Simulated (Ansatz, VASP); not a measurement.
# SiO2 in VASP and in Ansatz

File INCAR:

```
PREC = Accurate
ENCUT = 520
EDIFF = 1E-8
ISMEAR = -1
SIGMA = 0.02
LREAL = Auto
LASPH = T
NELM = 100
ALGO = Normal
ISIF = 2
LWAVE = F
LCHARG = F
LEFG = T
NBANDS = 82
```

File KPOINTS:

```
Automatic mesh
0
Gamma
  4 4 4
```

Contents of POSCAR:

```
SiO2
1.0
   -4.2235302601      4.2235302601      4.2235302601
    4.2235302601     -4.2235302601      4.2235302601
    4.2235302601      4.2235302601     -4.2235302601
Si O
8 16
Direct
    0.5000000000      0.0000000000      0.7824953700
    0.2824953700      0.2824953700      0.2824953700
    0.5000000000      0.0000000000      0.2175046300
    0.7175046300      0.7175046300      0.7175046300
    0.7824953700      0.5000000000      0.0000000000
    0.0000000000      0.2175046300      0.5000000000
    0.2175046300      0.5000000000      0.0000000000
    0.0000000000      0.7824953700      0.5000000000
    0.6802250600      0.9302250600      0.7500000000
    0.7500000000      0.6802250600      0.9302250600
    0.8197749400      0.5697749400      0.2500000000
    0.7500000000      0.1802250600      0.4302250600
    0.0697749400      0.2500000000      0.3197749400
    0.5000000000      0.0000000000      0.0000000000
    0.2500000000      0.8197749400      0.5697749400
    0.4302250600      0.7500000000      0.1802250600
    0.3197749400      0.0697749400      0.2500000000
    0.1802250600      0.4302250600      0.7500000000
    0.9302250600      0.7500000000      0.6802250600
    0.5000000000      0.5000000000      0.5000000000
    0.2500000000      0.3197749400      0.0697749400
    0.0000000000      0.5000000000      0.0000000000
    0.0000000000      0.0000000000      0.5000000000
    0.5697749400      0.2500000000      0.8197749400
```

Input for Ansatz:

```yaml
crystal:
  lattice:
    - [-4.2235302601, 4.2235302601, 4.2235302601]
    - [4.2235302601, -4.2235302601, 4.2235302601]
    - [4.2235302601, 4.2235302601, -4.2235302601]
  atoms:
    - { symbol: Si, position: [0.5, 0.0, 0.78249537] }
    - { symbol: Si, position: [0.28249537, 0.28249537, 0.28249537] }
    - { symbol: Si, position: [0.5, 0.0, 0.21750463] }
    - { symbol: Si, position: [0.71750463, 0.71750463, 0.71750463] }
    - { symbol: Si, position: [0.78249537, 0.5, 0.0] }
    - { symbol: Si, position: [0.0, 0.21750463, 0.5] }
    - { symbol: Si, position: [0.21750463, 0.5, 0.0] }
    - { symbol: Si, position: [0.0, 0.78249537, 0.5] }
    - { symbol: O, position: [0.68022506, 0.93022506, 0.75] }
    - { symbol: O, position: [0.75, 0.68022506, 0.93022506] }
    - { symbol: O, position: [0.81977494, 0.56977494, 0.25] }
    - { symbol: O, position: [0.75, 0.18022506, 0.43022506] }
    - { symbol: O, position: [0.06977494, 0.25, 0.31977494] }
    - { symbol: O, position: [0.5, 0.0, 0.0] }
    - { symbol: O, position: [0.25, 0.81977494, 0.56977494] }
    - { symbol: O, position: [0.43022506, 0.75, 0.18022506] }
    - { symbol: O, position: [0.31977494, 0.06977494, 0.25] }
    - { symbol: O, position: [0.18022506, 0.43022506, 0.75] }
    - { symbol: O, position: [0.93022506, 0.75, 0.68022506] }
    - { symbol: O, position: [0.5, 0.5, 0.5] }
    - { symbol: O, position: [0.25, 0.31977494, 0.06977494] }
    - { symbol: O, position: [0.0, 0.5, 0.0] }
    - { symbol: O, position: [0.0, 0.0, 0.5] }
    - { symbol: O, position: [0.56977494, 0.25, 0.81977494] }
kpoints:
  mp_grid: { grid: [4, 4, 4] }
scf:
  occupations: { method: fermi_dirac, width: 0.02 }
hamiltonian:
  xc: lda
  pseudopotentials: { kind: paw }
output:
  forces: true
  stress: true
  populations: true
  efg: { quadrupole_moments_barn: { O: -0.02558 }, contact_densities: true }
  write_density: true
  write_potential: true
  elf: true
  volumetric_format: npy
```

Alike in both runs: task electric field gradients; functional LDA; k mesh 4 × 4 × 4; occupations fermi-dirac, width 0.02 eV; no spin polarisation.

```csv
,VASP,Ansatz
version,VASP 6.6.1,Ansatz 0.2.0
potentials or method,"VASP PAW LDA potentials, release 64 (Si, O)","plane-wave PAW, scalar-relativistic"
plane-wave cutoff (eV),520,420
valence electrons in the cell,128,128
```

Ansatz gave:

- gap on the k mesh at the Fermi level (eV): 5.69
- pressure (GPa): -2.0
- rms of the force components (eV/Å): 0.038
- size of Vzz on the site where it differs most (V/Å²): 94.3

Task: What did VASP give for the same quantities?

Result: gap on the k mesh at the Fermi level (eV): 5.69; pressure (GPa): -1.3; rms of the force components (eV/Å): 0.025; size of Vzz on the site where it differs most (V/Å²): 88.2.

LDA's correlation is that of Perdew and Zunger in VASP and of Perdew and Wang (1992) in Ansatz. Atom by atom the forces differ by 0.018 eV/Å (rms over components).
